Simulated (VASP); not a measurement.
**P: single point with RPBE**

P:

```
CELL_PARAMETERS angstrom
4.53715 0.00000 0.00000
-2.26858 3.92929 0.00000
0.00000 0.00000 2.55616
ATOMIC_POSITIONS crystal
P 0.00000 0.00000 0.00000
P 0.33333 0.66667 0.50000
P 0.66667 0.33333 0.50000
```

This cell differs from its parent crystal: volume scaled by 1.04.

| Property | Result |
| --- | --- |
| Program | VASP 6.6.1 |
| Task | single point |
| Functional | RPBE |
| Potentials or basis | VASP PAW PBE potentials, release 64 (P) |
| Cutoff | 520 eV |
| k mesh | 9 × 9 × 14 |
| Occupations | fermi-dirac, width 0.1 eV |
| Spin | no spin polarisation |
| Dipole correction | no |
| Further INCAR settings | ALGO = Normal; EDIFF = 1e-06; NBANDS = 14 |

| Property | Result |
| --- | --- |
| Pressure | -3.9 GPa |

Stress tensor (GPa, compression positive):
```
-3.18  0.00  0.00
 0.00 -3.18  0.00
 0.00  0.00 -5.33
```

Levels at points of the mesh, in eV from the Fermi level:
| k point | band 5 | band 6 | band 7 | band 8 | band 9 | band 10 | band 11 | band 12 |
| --- | --- | --- | --- | --- | --- | --- | --- | --- |
| (0.00, 0.00, 0.00) | -5.54 | -5.28 | -5.28 | 3.67 | 5.90 | 5.90 | 6.97 | 7.79 |
| (0.00, 0.00, 0.50) | -3.56 | -3.20 | -2.44 | -2.44 | -0.59 | -0.59 | 0.15 | 0.15 |

Run time: 61 s on 1 thread of Intel Xeon 8259CL, on a shared host, peak memory 0.19 GiB.

Caveat: the PAW data sets were made with another functional, which shifts forces and pressure a little.
